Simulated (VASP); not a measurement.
# SiC in VASP: single point with PBE

Aim: the single point of SiC with PBE.

All numbers are computed with VASP 6.6.1; they aren't measurements. Logs are shortened: lines on timing, memory, paths and dates and some standing lists are left out, and cuts for length are marked.

## 1. The cell of the first run

The typed cell holds 32 atoms: a = 7.586 Å, b = 7.586 Å, c = 7.586 Å, α = 109.47°, β = 109.47°, γ = 109.47°.

## 2. Single point, PBE

File INCAR:

```
SYSTEM = SiC
ALGO     = Normal         ! electronic algorithm
EDIFF    = 1E-6           ! SCF threshold, eV
ENCUT    = 600            ! plane-wave cutoff, eV
GGA      = PE             ! functional
GGA_COMPAT= .FALSE.      
ISIF     = 2              ! what is computed and relaxed
ISMEAR   = 0              ! smearing method
LASPH    = .TRUE.         ! aspherical terms in the spheres
LCHARG   = .FALSE.        ! write CHGCAR
LREAL    = Auto         
LWAVE    = .FALSE.        ! write WAVECAR
NBANDS   = 86             ! bands
NELM     = 120            ! most SCF steps
PREC     = Accurate       ! precision mode
SIGMA    = 0.02           ! smearing width, eV
```

File KPOINTS:

```
Automatic mesh
0
Gamma
  2 2 2
  0.5 0.5 0.5
```

File POSCAR:

```
SiC
1.0
   -4.3797259396     -4.3797259396      4.3797259396
    4.3797259396     -4.3797259396     -4.3797259396
    4.3797259396      4.3797259396      4.3797259396
Si C
16 16
Direct
    0.2506132318      0.7517131763      0.2516565987
    0.0006078860      0.7517363256      0.5016378024
    0.5005673396      0.5017344427      0.2515839772
    0.2506295018      0.5017557065      0.5016803257
    0.0005858158      0.5017139892      0.7516095053
    0.7505622016      0.7517290651      0.7516054773
    0.5005850278      0.7517679740      0.0016567811
    0.0006143622      0.0017356818      0.2516073394
    0.7505955090      0.2517246973      0.2516502772
    0.5005831734      0.2517084145      0.5016210917
    0.2506000513      0.2517595746      0.7516307311
    0.0005590521      0.2517338648      0.0016425596
    0.7506211850      0.5017481337      0.0016081114
    0.7506258960      0.0016809485      0.5016495692
    0.5005483408      0.0017663101      0.7516634821
    0.2505964874      0.0017089790      0.0016516113
    0.2506112449      0.5017656077      0.2516407503
    0.0005436924      0.5017053856      0.5016447117
    0.5005716097      0.2517671631      0.2516058178
    0.2505686380      0.2517465709      0.5016662449
    0.0006094597      0.2517710833      0.7516420195
    0.7505992382      0.5017402145      0.7516730282
    0.5006334056      0.5017395996      0.0017211556
    1.0005670499      0.7517338197      0.2516330452
    0.7505164569      0.0017245399      0.2515771783
    0.5005624266      0.0017496825      0.5016396086
    0.2505632073      0.0017143737      0.7516246559
    0.0005855713      0.0017248673      0.0016700163
    0.7505817426      0.2517235097      0.0016310720
    0.7505527937      0.7517046946      0.5016295029
    0.5005600605      0.7517202786      0.7516098747
    0.2505739878      0.7517122633      0.0016203545
```

Potentials or basis: VASP PAW PBE potentials, release 64 (Si, C).

The run is started by

```
$ cat potpaw_PBE.64/Si/POTCAR potpaw_PBE.64/C/POTCAR > POTCAR
$ mpirun -np 1 vasp_std > vasp.out
```

OUTCAR:

```text
SYSTEM = SiC
   EDIFF = 1E-6
   ENCUT = 600
   GGA = PE
   ISIF = 2
   ISMEAR = 0
   LASPH = .TRUE.
   LREAL = Auto
   NELM = 120
   PREC = Accurate

 ion  position               nearest neighbor table
   1  0.251  0.752  0.252-  17 1.90  26 1.90  32 1.90  24 1.90   3 3.10   7 3.10  12 3.10   4 3.10
                             2 3.10  13 3.10  10 3.10  16 3.10  15 3.10  14 3.10   8 3.10   5 3.10
   2  0.001  0.752  0.502-  27 1.90  24 1.90  18 1.90  30 1.90  14 3.10  15 3.10   1 3.10   5 3.10
                             4 3.10   9 3.10   6 3.10  16 3.10  11 3.10  13 3.10   8 3.10   3 3.10
   3  0.501  0.502  0.252-  23 1.90  19 1.90  17 1.90  30 1.90   1 3.10  14 3.10  11 3.10   7 3.10
                            12 3.10   6 3.10  16 3.10  13 3.10   4 3.10   9 3.10   2 3.10  10 3.10
   4  0.251  0.502  0.502-  31 1.90  20 1.90  17 1.90  18 1.90   6 3.10  11 3.10   5 3.10   7 3.10
                             1 3.10  10 3.10   2 3.10  15 3.10   8 3.10   9 3.10   3 3.10  12 3.10
   5  0.001  0.502  0.752-  18 1.90  21 1.90  32 1.90  22 1.90   9 3.10  13 3.10  11 3.10   4 3.10
                             2 3.10  16 3.10   7 3.10  10 3.10  12 3.10  14 3.10   6 3.10   1 3.10
   6  0.751  0.752  0.752-  30 1.90  31 1.90  22 1.90  28 1.90  14 3.10   4 3.10  13 3.10   8 3.10
                            12 3.10   2 3.10  10 3.10   3 3.10   7 3.10  16 3.10   5 3.10  15 3.10
   7  0.501  0.752  0.002-  25 1.90  32 1.90  31 1.90  23 1.90  16 3.10   9 3.10   3 3.10   1 3.10
                             4 3.10  15 3.10  14 3.10   5 3.10  11 3.10   6 3.10   8 3.10  13 3.10
   8  0.001  0.002  0.252-  28 1.90  24 1.90  20 1.90  25 1.90  16 3.10  12 3.10  10 3.10  13 3.10
                             6 3.10   9 3.10   4 3.10   1 3.10  11 3.10   7 3.10   2 3.10  14 3.10
   9  0.751  0.252  0.252-  25 1.90  18 1.90  29 1.90  19 1.90   7 3.10   5 3.10  12 3.10  10 3.10
[... 17 lines left out ...]
  19  0.501  0.252  0.252-   3 1.90  16 1.90   9 1.90  10 1.90
  20  0.251  0.252  0.502-  11 1.90   4 1.90   8 1.90  10 1.90
  21  0.001  0.252  0.752-   5 1.90  11 1.90  14 1.90  12 1.90
  22  0.751  0.502  0.752-  13 1.90   5 1.90   6 1.90  10 1.90
[... 8 lines left out ...]
  31  0.501  0.752  0.752-   4 1.90   6 1.90   7 1.90  15 1.90
  32  0.251  0.752  0.002-  16 1.90   7 1.90   5 1.90   1 1.90

  LATTYP: Found a body centered cubic cell.
 ALAT       =     8.7594518792

  Lattice vectors:

 A1 = (  -4.3797259396,  -4.3797259396,   4.3797259396)
 A2 = (   4.3797259396,  -4.3797259396,  -4.3797259396)
 A3 = (   4.3797259396,   4.3797259396,   4.3797259396)

Analysis of symmetry for initial positions (statically):
=====================================================================
 Subroutine PRICEL returns:
 Original cell was already a primitive cell.

 Routine SETGRP: Setting up the symmetry group for a
 body centered cubic supercell.

 Subroutine GETGRP returns: Found  1 space group operations
 (whereof  1 operations were pure point group operations)
 out of a pool of 48 trial point group operations.

The static configuration has the point symmetry C_1 .

Analysis of symmetry for dynamics (positions and initial velocities):
=====================================================================
 Subroutine PRICEL returns:
 Original cell was already a primitive cell.

 Routine SETGRP: Setting up the symmetry group for a
 body centered cubic supercell.

 Subroutine GETGRP returns: Found  1 space group operations
 (whereof  1 operations were pure point group operations)
 out of a pool of 48 trial point group operations.

The dynamic configuration has the point symmetry C_1 .

 Subroutine INISYM returns: Found  1 space group operations
 (whereof  1 operations are pure point group operations),
 and found     1 'primitive' translations

----------------------------------------------------------------------------------------

                                     Primitive cell

  volume of cell :     336.0476

  direct lattice vectors                    reciprocal lattice vectors
    -4.379725940 -4.379725940  4.379725940     0.000000000 -0.114162394  0.114162394
     4.379725940 -4.379725940 -4.379725940     0.114162394 -0.114162394  0.000000000
     4.379725940  4.379725940  4.379725940     0.114162394  0.000000000  0.114162394

  length of vectors
     7.585907851  7.585907851  7.585907851     0.161450006  0.161450006  0.161450006

  position of ions in fractional coordinates (direct lattice)
     0.250613232  0.751713176  0.251656599
     0.000607886  0.751736326  0.501637802
     0.500567340  0.501734443  0.251583977
     0.250629502  0.501755706  0.501680326
     0.000585816  0.501713989  0.751609505
     0.750562202  0.751729065  0.751605477
[... 24 lines left out ...]
     0.500560060  0.751720279  0.751609875
     0.250573988  0.751712263  0.001620354

  ion indices of the primitive-cell ions
   primitive index   ion index
                 1           1
                 2           2
                 3           3
                 4           4
                 5           5
                 6           6
[... 24 lines left out ...]
                31          31
                32          32

----------------------------------------------------------------------------------------

 KPOINTS: Automatic mesh

Automatic generation of k-mesh.
 Grid dimensions read from file:
 generate k-points for:    2    2    2

 Generating k-lattice:

  Cartesian coordinates                     Fractional coordinates (reciprocal lattice)
     0.000000000 -0.057081197  0.057081197     0.500000000  0.000000000  0.000000000
     0.057081197 -0.057081197  0.000000000     0.000000000  0.500000000  0.000000000
     0.057081197  0.000000000  0.057081197     0.000000000  0.000000000  0.500000000

  Length of vectors
     0.080725003  0.080725003  0.080725003

  Shift w.r.t. Gamma in fractional coordinates (k-lattice)
     0.500000000  0.500000000  0.500000000

 Subroutine IBZKPT returns following result:
 ===========================================

 Found      4 irreducible k-points:

 Following reciprocal coordinates:
            Coordinates               Weight
  0.250000  0.250000  0.250000      2.000000
 -0.250000  0.250000  0.250000      2.000000
  0.250000 -0.250000  0.250000      2.000000
  0.250000  0.250000 -0.250000      2.000000
   k-points           NKPTS =      4   k-points in BZ     NKDIM =      4   number of bands    NBANDS=     86
   number of dos      NEDOS =    301   number of ions     NIONS =     32
   total plane-waves  NPLWV = 262144
   dimension x,y,z NGX =    64 NGY =   64 NGZ =   64
   dimension x,y,z NGXF=   128 NGYF=  128 NGZF=  128
   ions per type =              16  16
   NGX,Y,Z   is equivalent  to a cutoff of  14.03, 14.03, 14.03 a.u.
   NGXF,Y,Z  is equivalent  to a cutoff of  28.05, 28.05, 28.05 a.u.
 SYSTEM =  SiC
   PREC   = accura    normal or accurate (medium, high low for compatibility)
   ISTART =      0    job   : 0-new  1-cont  2-samecut
   ICHARG =      2    charge: 1-file 2-atom 10-const
   ISPIN  =      1    spin polarized calculation?
   LNONCOLLINEAR =      F non collinear calculations
   LSORBIT =      F    spin-orbit coupling
   LASPH  =      T    aspherical Exc in radial PAW
   ENCUT  =  600.0 eV  44.10 Ry    6.64 a.u.  15.15 15.15 15.15*2*pi/ulx,y,z
   NELM   =    120;   NELMIN=  2; NELMDL= -5     # of ELM steps
   EDIFF  = 0.1E-05   stopping-criterion for ELM
   LREAL  =      T    real-space projection
   EDIFFG = 0.1E-04   stopping-criterion for IOM
   NSW    =      0    number of steps for IOM
   IBRION =     -1    ionic relax: 0-MD 1-quasi-New 2-CG
   NFREE  =      0    steps in history (QN), initial steepest desc. (CG)
   ISIF   =      2    stress and relaxation
   ISYM   =      2    0-nonsym 1-usesym 2-fastsym
   POTIM  = 0.5000    time-step for ionic-motion
   TEBEG  =    0.0;   TEEND  =   0.0 temperature during run
   PSTRESS=    0.0 pullay stress
   NELECT =     128.0000    total number of electrons
   NUPDOWN=      -1.0000    fix difference up-down
   EMIN   =  10.00;   EMAX   =-10.00  energy-range for DOS
   EFERMI =   0.00;   METHOD = LEGACY
   ISMEAR =     0;   SIGMA  =   0.02  broadening in eV -4-tet -1-fermi 0-gaus
   EFERMI_NEDOS =   21; number of points for ismear=-14 and -15
   IALGO  =     38    algorithm
   IMIX   =      4    mixing-type and parameters
     AMIX     =   0.40;   BMIX     =  1.00
     AMIX_MAG =   1.60;   BMIX_MAG =  1.00
  volume/ion in A,a.u.               =      10.50        70.87
  Fermi-wavevector in a.u.,A,eV,Ry     =   1.186710  2.242556 19.160817  1.408280
  Thomas-Fermi vector in A             =   2.322877
   LORBIT       =      0    0 simple, 1 ext, 2 COOP (PROOUT), +10 PAW based schemes
   GGA     = PE    functional components
   LHFCALC =     F    Hartree Fock is set to
   AEXX    =    0.0000 exact exchange contribution
   IVDW    =     0    specifies the selected vdW correction
   LEPSILON=     F    determine dielectric tensor
   LRPA    =     F    only Hartree local field effects (RPA)
 non-spin polarized calculation
 Gauss-broadening in eV      SIGMA  =   0.02
  energy-cutoff  :      600.00
  volume of cell :      336.05
 maximum number of plane-waves:     11205
 NGX is ok and might be reduce to    64
   NGX = 31   NGY = 31   NGZ = 31

 number of electron     128.0000001 magnetization

 Free energy of the ion-electron system (eV)
  ---------------------------------------------------
  ext. energy  EPLUGINS =         0.00000000
  ---------------------------------------------------
  free energy    TOTEN  =      -240.97527891 eV

  energy without entropy =     -240.97527891  energy(sigma->0) =     -240.97527891

 E-fermi :   7.4630     XC(G=0): -11.2905

 val. band max:        7.3393701833   @ k =   0.2500   0.2500   0.2500
 cond. band min:      10.0280344657   @ k =   0.2500   0.2500  -0.2500
 fundamental gap:      2.6886642824
 Fermi energy:         7.4629754139

 k-point     1 :       0.2500    0.2500    0.2500
  band No.  band energies     occupation
      1      -6.1653      2.00000
      2      -6.1650      2.00000
      3      -6.1649      2.00000
      4      -6.1647      2.00000
      5      -3.4516      2.00000
      6      -3.4515      2.00000
[... 305 lines left out ...]
     75      13.2562      0.00000
     76      13.2568      0.00000
 [bands above 76 left out]

------------------------ aborting loop because EDIFF is reached ----------------------------------------

  FORCE on cell =-STRESS in cart. coord.  units (eV):
  Direction    XX          YY          ZZ          XY          YZ          ZX
  --------------------------------------------------------------------------------------
  -------------------------------------------------------------------------------------
  Total       -0.3541784     -0.3546007     -0.3555700     -0.0167800      0.0204668      0.0131129
  in kB       -1.6886196     -1.6906333     -1.6952546     -0.0800022      0.0975796      0.0625186
  external PRESSURE =      -1.6915025 kB  Pullay stress =       0.0000000 kB

 VOLUME and BASIS-vectors are now :
 -----------------------------------------------------------------------------
  energy-cutoff  :      600.00
  volume of cell :      336.05
      direct lattice vectors                 reciprocal lattice vectors
    -4.379725940 -4.379725940  4.379725940     0.000000000 -0.114162394  0.114162394
     4.379725940 -4.379725940 -4.379725940     0.114162394 -0.114162394  0.000000000
     4.379725940  4.379725940  4.379725940     0.114162394  0.000000000  0.114162394

 POSITION                                       TOTAL-FORCE (eV/Angst)
 -----------------------------------------------------------------------------------
      3.29687     -3.28773     -1.09249         0.002869     -0.000553     -0.008740
      5.48677     -1.09803     -1.09270        -0.002119      0.006048     -0.004328
      1.10698     -3.28794      1.09676         0.001452      0.005490      0.006301
      3.29709     -1.09802      1.09736        -0.003174      0.004477     -0.010062
      5.48665      1.09191      1.09704         0.003893      0.003151     -0.001192
      3.29694     -3.28780      3.28672         0.000423      0.003778      0.004927
[... 24 lines left out ...]
      4.39186     -2.19280      2.19183         0.007483     -0.002949      0.004290
      2.20195     -4.38264     -2.18775         0.003644      0.000162      0.002670
 -----------------------------------------------------------------------------------
    total drift:                               -0.123927      0.055830     -0.053147

  FREE ENERGIE OF THE ION-ELECTRON SYSTEM (eV)
  ---------------------------------------------------
  free  energy   TOTEN  =      -240.9752789108 eV

  energy  without entropy=     -240.9752789108  energy(sigma->0) =     -240.97527891
```

It took 7.7 min on 1 thread of Oxide Virtual Turin-like, shared host; peak memory 0.53 GiB.

What came out:

* Free energy: -240.9753 eV
* Pressure: -0.2 GPa
* Largest force: 0.017 eV/Å
* Band gap on the k mesh: 2.69 eV

Forces in eV/Å, atoms in the order of the input:
```
Si   0.003 -0.001 -0.009
Si  -0.002  0.006 -0.004
Si   0.001  0.005  0.006
Si  -0.003  0.004 -0.010
Si   0.004  0.003 -0.001
Si   0.000  0.004  0.005
Si  -0.011  0.005  0.000
Si   0.006  0.010 -0.003
Si   0.001  0.001 -0.008
Si   0.002 -0.002 -0.004
Si   0.001  0.005  0.005
Si  -0.006 -0.003  0.002
Si   0.004  0.009  0.002
Si   0.006 -0.002 -0.013
Si  -0.011 -0.002  0.001
Si   0.001 -0.001 -0.006
C    0.001  0.007  0.003
C   -0.002 -0.010  0.002
C    0.001  0.004  0.008
C   -0.005 -0.006  0.001
C   -0.002  0.006  0.004
C   -0.003 -0.004 -0.006
C   -0.004 -0.010 -0.013
C   -0.001 -0.005  0.005
C    0.001 -0.003  0.016
C   -0.003 -0.002  0.009
C    0.007 -0.001  0.000
C   -0.003 -0.007 -0.005
C    0.005 -0.002  0.001
C   -0.001 -0.006  0.004
C    0.007 -0.003  0.004
C    0.004  0.000  0.003
```

Caveat: a shifted mesh leaves out Γ, where band edges can lie. A k mesh can miss the band edges.
